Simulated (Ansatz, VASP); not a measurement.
# AlN in VASP and in Ansatz

POSCAR

```
AlN
1.0
    3.1130000000      0.0000000000      0.0000000000
   -1.5565000000      2.6959370800      0.0000000000
    0.0000000000      0.0000000000      4.9810000000
Al N
2 2
Direct
    0.3333333300      0.6666666700      0.0000000000
    0.6666666700      0.3333333300      0.5000000000
    0.3333333300      0.6666666700      0.3800000000
    0.6666666700      0.3333333300      0.8800000000
```

The input INCAR.step1:

```
SYSTEM = AlN
PREC = Accurate
ENCUT = 660
ISMEAR = 0
SIGMA = 0.01
LREAL = .FALSE.
LASPH = .TRUE.
NELM = 120
NBANDS = 16
GGA = PE
ALGO = Normal
EDIFF = 1E-5
LWAVE = .TRUE.
LCHARG = .FALSE.
GGA_COMPAT = .FALSE.
```

INCAR.step2

```
SYSTEM = AlN
PREC = Accurate
ENCUT = 660
EDIFF = 1E-6
ISMEAR = 0
SIGMA = 0.01
LREAL = .FALSE.
LASPH = .TRUE.
NELM = 120
ALGO = Normal
ISIF = 2
LWAVE = .FALSE.
LCHARG = .TRUE.
METAGGA = R2SCAN
LMIXTAU = .TRUE.
LELF = .TRUE.
LVHAR = .TRUE.
NBANDS = 16
ISTART = 1
GGA_COMPAT = .FALSE.
```

File KPOINTS:

```
regular mesh
0
G
  12 12 4
  0 0 0
```

Input for Ansatz:

```yaml
crystal:
  lattice:
    - [3.113, 0.0, 0.0]
    - [-1.5565, 2.69593708, 0.0]
    - [0.0, 0.0, 4.981]
  atoms:
    - { symbol: Al, position: [0.33333333, 0.66666667, 0.0] }
    - { symbol: Al, position: [0.66666667, 0.33333333, 0.5] }
    - { symbol: "N", position: [0.33333333, 0.66666667, 0.38] }
    - { symbol: "N", position: [0.66666667, 0.33333333, 0.88] }
basis:
  ecutwfc: 510.0
kpoints:
  mp_grid:
    grid: [12, 12, 4]
hamiltonian:
  xc: r2scan
scf:
  convergence:
    dr2_threshold: 1.0e-10
  occupations:
    method: fixed
output:
  eigenvalues: true
```

Alike in both runs: task single point; functional r2SCAN; k mesh 12 × 12 × 4; no spin polarisation.

|  | VASP | Ansatz |
| --- | --- | --- |
| version | VASP 6.6.1 | Ansatz 0.2.0 |
| potentials or method | VASP PAW PBE potentials, release 64 (Al, N), cutoff 660 eV | plane waves, PAW |
| occupations | gaussian, width 0.01 eV | fixed |
| valence electrons in the cell | 16 | 16 |

|  | VASP | Ansatz | Ansatz less VASP |
| --- | --- | --- | --- |
| gap on the k mesh at the Fermi level (eV) | 4.90 | 4.86 | -0.040 |

VASP's potentials were made for PBE, not for r2SCAN.
